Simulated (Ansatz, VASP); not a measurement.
BN in VASP and in Ansatz

```
CELL_PARAMETERS angstrom
0.00000 1.80750 1.80750
1.80750 0.00000 1.80750
1.80750 1.80750 0.00000
ATOMIC_POSITIONS crystal
B 0.00000 0.00000 0.00000
N 0.75000 0.75000 0.75000
```

Alike in both runs: task single point; functional PBE; k mesh 11 × 11 × 11; occupations fermi-dirac, width 0.02 eV; no spin polarisation.

```csv
,VASP,Ansatz
version,VASP 6.6.1,Ansatz 0.2.0
potentials or method,"VASP PAW PBE potentials, release 64 (B, N), cutoff 520 eV","all-electron LAPW, scalar-relativistic"
```

```tsv
	VASP	Ansatz	Ansatz less VASP
gap on the k mesh at the Fermi level (eV)	4.56	4.57	+0.008
pressure (GPa)	3.3	3.0	-0.27
```

Ansatz ran all-electron here, and VASP with PAW potentials.
